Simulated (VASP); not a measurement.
# Al2TlAs3 (P-3m1) in VASP: single point with r2SCAN+rVV10

Aim: the single point of Al2TlAs3 with r2SCAN+rVV10.

Program: VASP 6.6.1. These are calculated values, not measurements. Logs are shortened: lines on timing, memory, paths and dates and some standing lists are left out, and cuts for length are marked.

### 1 The cell of the first run

Symmetry: P-3m1, No. 164, trigonal system. Conventional cell: a = 3.840 Å, b = 3.840 Å, c = 9.727 Å, α = 90.00°, β = 90.00°, γ = 120.00°. Al (site symmetry 3m) has 6 As at 2.54 to 2.72 Å within 3.4 Å. Within 4.0 Å of Tl (site symmetry -3m) lie 6 As at 3.02 Å and 6 Tl at 3.84 Å and 6 Al at 3.97 Å. As (site symmetry 3m) has 3 Al at 2.54 Å and 3 Tl at 3.02 Å within 3.4 Å. As (site symmetry -3m) has 6 Al at 2.72 Å and 6 As at 3.58 Å within 3.6 Å.

### 2 Single point, r2SCAN+rVV10

The input, POSCAR:

```
Al2TlAs3
1.0
    3.8395362731      0.0000000028      0.0000000000
   -1.9197681390      3.3251359499      0.0000000000
    0.0000000000      0.0000000000      9.7274393133
Al Tl As
2 1 3
Direct
    0.3333333333      0.6666666667      0.6619591506
    0.6666666667      0.3333333333      0.3380408494
    0.0000000000      0.0000000000      0.0000000000
    0.3333333333      0.6666666667      0.2104949041
    0.6666666667      0.3333333333      0.7895050959
    0.0000000000      0.0000000000      0.5000000000
```

The input, INCAR.step1:

```
SYSTEM = Al2TlAs3
  PREC = Accurate
  ENCUT = 520
  ISMEAR = -1
  SIGMA = 0.03
  LREAL = .FALSE.
  LASPH = .TRUE.
  NELM = 60
  NBANDS = 26
  GGA = PE
  ALGO = Normal
  EDIFF = 1E-4
  LWAVE = .TRUE.
  LCHARG = .FALSE.
```

The input, INCAR.step2:

```
SYSTEM = Al2TlAs3
  PREC = Accurate
  ENCUT = 520
  EDIFF = 1E-6
  ISMEAR = -1
  SIGMA = 0.03
  LREAL = .FALSE.
  LASPH = .TRUE.
  NELM = 60
  ALGO = Normal
  ISIF = 2
  LWAVE = .FALSE.
  LCHARG = .TRUE.
  METAGGA = R2SCAN
  LMIXTAU = .TRUE.
  LUSE_VDW = .TRUE.
  IVDW_NL = 2
  BPARAM = 11.95
  CPARAM = 0.0093
  LELF = .TRUE.
  LVHAR = .TRUE.
  NBANDS = 26
  ISTART = 1
```

The input, KPOINTS:

```
regular mesh
0
G
  12 12 4
  0 0 0
```

Potentials or basis: VASP PAW PBE potentials, release 64 (Al, Tl_d, As).

Run with:

```
$ cat potpaw_PBE.64/Al/POTCAR potpaw_PBE.64/Tl_d/POTCAR potpaw_PBE.64/As/POTCAR > POTCAR
$ cp INCAR.step1 INCAR
$ mpirun -np 1 vasp_std > vasp.out
$ cp INCAR.step2 INCAR
$ mpirun -np 1 vasp_std > vasp.out
```

OUTCAR:

```text
SYSTEM = Al2TlAs3
   PREC = Accurate
   ENCUT = 520
   EDIFF = 1E-6
   ISMEAR = -1
   LREAL = .FALSE.
   LASPH = .TRUE.
   NELM = 60
   ISIF = 2
   METAGGA = R2SCAN
   IVDW_NL = 2
   BPARAM = 11.95
   ISTART = 1

 ion  position               nearest neighbor table
   1  0.333  0.667  0.662-   5 2.54   5 2.54   5 2.54   6 2.72   6 2.72   6 2.72
   2  0.667  0.333  0.338-   4 2.54   4 2.54   4 2.54   6 2.72   6 2.72   6 2.72
   3  0.000  0.000  0.000-   4 3.02   5 3.02   5 3.02   4 3.02   5 3.02   4 3.02
   4  0.333  0.667  0.210-   2 2.54   2 2.54   2 2.54   3 3.02   3 3.02   3 3.02
   5  0.667  0.333  0.790-   1 2.54   1 2.54   1 2.54   3 3.02   3 3.02   3 3.02
   6  0.000  0.000  0.500-   1 2.72   2 2.72   2 2.72   1 2.72   2 2.72   1 2.72

  LATTYP: Found a hexagonal cell.
 ALAT       =     3.8395362731
 C/A-ratio  =     2.5334932714

  Lattice vectors:

 A1 = (   3.8395362731,   0.0000000028,   0.0000000000)
 A2 = (  -1.9197681390,   3.3251359499,   0.0000000000)
 A3 = (   0.0000000000,   0.0000000000,   9.7274393133)

Analysis of symmetry for initial positions (statically):
=====================================================================
 Subroutine PRICEL returns:
 Original cell was already a primitive cell.

 Routine SETGRP: Setting up the symmetry group for a
 hexagonal supercell.

 Subroutine GETGRP returns: Found 12 space group operations
 (whereof 12 operations were pure point group operations)
 out of a pool of 24 trial point group operations.

The static configuration has the point symmetry D_3d.

Analysis of symmetry for dynamics (positions and initial velocities):
=====================================================================
 Subroutine PRICEL returns:
 Original cell was already a primitive cell.

 Routine SETGRP: Setting up the symmetry group for a
 hexagonal supercell.

 Subroutine GETGRP returns: Found 12 space group operations
 (whereof 12 operations were pure point group operations)
 out of a pool of 24 trial point group operations.

The dynamic configuration has the point symmetry D_3d.

 Subroutine INISYM returns: Found 12 space group operations
 (whereof 12 operations are pure point group operations),
 and found     1 'primitive' translations

----------------------------------------------------------------------------------------

                                     Primitive cell

  volume of cell :     124.1900

  direct lattice vectors                    reciprocal lattice vectors
[... 100 lines left out ...]
   NFREE  =      0    steps in history (QN), initial steepest desc. (CG)
   ISIF   =      2    stress and relaxation
   ISYM   =      2    0-nonsym 1-usesym 2-fastsym
   POTIM  = 0.5000    time-step for ionic-motion
   TEBEG  =    0.0;   TEEND  =   0.0 temperature during run
   PSTRESS=    0.0 pullay stress
   NELECT =      34.0000    total number of electrons
   NUPDOWN=      -1.0000    fix difference up-down
   EMIN   =  10.00;   EMAX   =-10.00  energy-range for DOS
   EFERMI =   0.00;   METHOD = LEGACY
   ISMEAR =    -1;   SIGMA  =   0.03  broadening in eV -4-tet -1-fermi 0-gaus
   EFERMI_NEDOS =   21; number of points for ismear=-14 and -15
   IALGO  =     38    algorithm
   IMIX   =      4    mixing-type and parameters
     AMIX     =   0.40;   BMIX     =  1.00
     AMIX_MAG =   1.60;   BMIX_MAG =  1.00
  volume/ion in A,a.u.               =      20.70       139.68
  Fermi-wavevector in a.u.,A,eV,Ry     =   1.063014  2.008805 15.374561  1.129998
  Thomas-Fermi vector in A             =   2.198484
   LORBIT       =      0    0 simple, 1 ext, 2 COOP (PROOUT), +10 PAW based schemes
   METAGGA = R2SCAN    functional components
   LHFCALC =     F    Hartree Fock is set to
   AEXX    =    0.0000 exact exchange contribution
   IVDW_NL    =     2    kernel type
   BPARAM     =11.9500
   IVDW    =     0    specifies the selected vdW correction
   LEPSILON=     F    determine dielectric tensor
   LRPA    =     F    only Hartree local field effects (RPA)
 non-spin polarized calculation
  energy-cutoff  :      520.00
  volume of cell :      124.19
 maximum number of plane-waves:      3378
 NGX is ok and might be reduce to    30
   NGX = 15   NGY = 15   NGZ = 37

 number of electron      33.9999993 magnetization

 Free energy of the ion-electron system (eV)
  ---------------------------------------------------
  ext. energy  EPLUGINS =         0.00000000
  ---------------------------------------------------
  free energy    TOTEN  =      -110.69025438 eV

  energy without entropy =     -110.67920621  energy(sigma->0) =     -110.68473030

 E-fermi :   5.6986     XC(G=0): -10.6900

 val. band max:        5.6962377913   @ k =   0.2500   0.2500   0.0000
 cond. band min:       5.7084469847   @ k =   0.0833   0.0833   0.5000
 fundamental gap:      0.0122091934
 Fermi energy:         5.6985512855

 k-point     1 :       0.0000    0.0000    0.0000
  band No.  band energies     occupation
      1      -7.6720      2.00000
      2      -6.5171      2.00000
      3      -5.9178      2.00000
      4      -5.9005      2.00000
      5      -5.9005      2.00000
      6      -5.7736      2.00000
[... 685 lines left out ...]
     25      11.3558      0.00000
     26      11.8738      0.00000

 [... further k-points ...]

------------------------ aborting loop because EDIFF is reached ----------------------------------------

  FORCE on cell =-STRESS in cart. coord.  units (eV):
  Direction    XX          YY          ZZ          XY          YZ          ZX
  --------------------------------------------------------------------------------------
  -------------------------------------------------------------------------------------
  Total        0.1108049      0.1108049      0.1324814     -0.0000000      0.0000000      0.0000000
  in kB        1.4294958      1.4294958      1.7091447     -0.0000000      0.0000000      0.0000000
  external PRESSURE =       1.5227121 kB  Pullay stress =       0.0000000 kB

 VOLUME and BASIS-vectors are now :
 -----------------------------------------------------------------------------
  energy-cutoff  :      520.00
  volume of cell :      124.19
      direct lattice vectors                 reciprocal lattice vectors
     3.839536273  0.000000003  0.000000000     0.260448119  0.150369792  0.000000000
    -1.919768139  3.325135950  0.000000000    -0.000000000  0.300739583  0.000000000
     0.000000000  0.000000000  9.727439313     0.000000000  0.000000000  0.102801978

 POSITION                                       TOTAL-FORCE (eV/Angst)
 -----------------------------------------------------------------------------------
     -0.00000      2.21676      6.43917        -0.000000      0.000000     -0.003356
      1.91977      1.10838      3.28827         0.000000     -0.000000      0.003356
      0.00000      0.00000      0.00000        -0.000000      0.000000     -0.000000
     -0.00000      2.21676      2.04758        -0.000000      0.000000      0.016663
      1.91977      1.10838      7.67986        -0.000000      0.000000     -0.016663
      0.00000      0.00000      4.86372        -0.000000      0.000000     -0.000000
 -----------------------------------------------------------------------------------
    total drift:                               -0.000000     -0.000000     -0.000000

  FREE ENERGIE OF THE ION-ELECTRON SYSTEM (eV)
  ---------------------------------------------------
  free  energy   TOTEN  =      -110.6902543831 eV

  energy  without entropy=     -110.6792062113  energy(sigma->0) =     -110.68473030
```

OUTCAR.step1:

```text
SYSTEM = Al2TlAs3
   PREC = Accurate
   ENCUT = 520
   ISMEAR = -1
   LREAL = .FALSE.
   LASPH = .TRUE.
[... 933 lines left out ...]
     -0.00000      2.21676      2.04758        -0.000000      0.000000      0.007138
      1.91977      1.10838      7.67986         0.000000     -0.000000     -0.007138
      0.00000      0.00000      4.86372         0.000000     -0.000000     -0.000000
 -----------------------------------------------------------------------------------
    total drift:                               -0.000000     -0.000000      0.000000

  FREE ENERGIE OF THE ION-ELECTRON SYSTEM (eV)
  ---------------------------------------------------
  free  energy   TOTEN  =       -24.1395660210 eV

  energy  without entropy=      -24.1263988000  energy(sigma->0) =      -24.13298241
```

OSZICAR.step1:

```text
N       E                     dE             d eps       ncg     rms          rms(c)
DAV:   1     0.128671847852E+03    0.12867E+03   -0.14581E+04  3588   0.112E+03
DAV:   2    -0.177358762170E+02   -0.14641E+03   -0.14059E+03  4348   0.207E+02
DAV:   3    -0.245589211743E+02   -0.68230E+01   -0.66909E+01  4456   0.393E+01
DAV:   4    -0.246304970930E+02   -0.71576E-01   -0.71477E-01  4228   0.449E+00
DAV:   5    -0.246315474831E+02   -0.10504E-02   -0.10502E-02  4602   0.584E-01    0.560E+00
DAV:   6    -0.241698161926E+02    0.46173E+00   -0.70532E-01  3946   0.612E+00    0.387E+00
DAV:   7    -0.241403183483E+02    0.29498E-01   -0.35631E-01  4370   0.316E+00    0.171E+00
DAV:   8    -0.241396971876E+02    0.62116E-03   -0.36770E-02  4072   0.118E+00    0.308E-01
DAV:   9    -0.241395225723E+02    0.17462E-03   -0.40089E-03  4198   0.368E-01    0.111E-01
DAV:  10    -0.241395660210E+02   -0.43449E-04   -0.66825E-04  4174   0.172E-01
   1 F= -.24139566E+02 E0= -.24132982E+02  d E =-.131672E-01
```

Run time: 19 min. Hardware: 1 thread of Intel Xeon Platinum 8259CL at 2.50GHz (Skylake/Cascade Lake), shared host; peak memory 0.64 GiB.

Results:

* Free energy: -110.6903 eV
* Pressure: 0.2 GPa
* Largest force: 0.017 eV/Å
* Band gap on the k mesh: zero (bands 17 and 18 overlap by 1.60 eV)

Forces on the atoms (eV/Å):
```
Al   0.000  0.000 -0.003
Al   0.000  0.000  0.003
Tl   0.000  0.000  0.000
As   0.000  0.000  0.017
As   0.000  0.000 -0.017
As   0.000  0.000  0.000
```

Caveat: the PAW data sets were made with another functional, which shifts forces and pressure a little; spin-orbit coupling is left out, which moves the levels of the heavy elements.
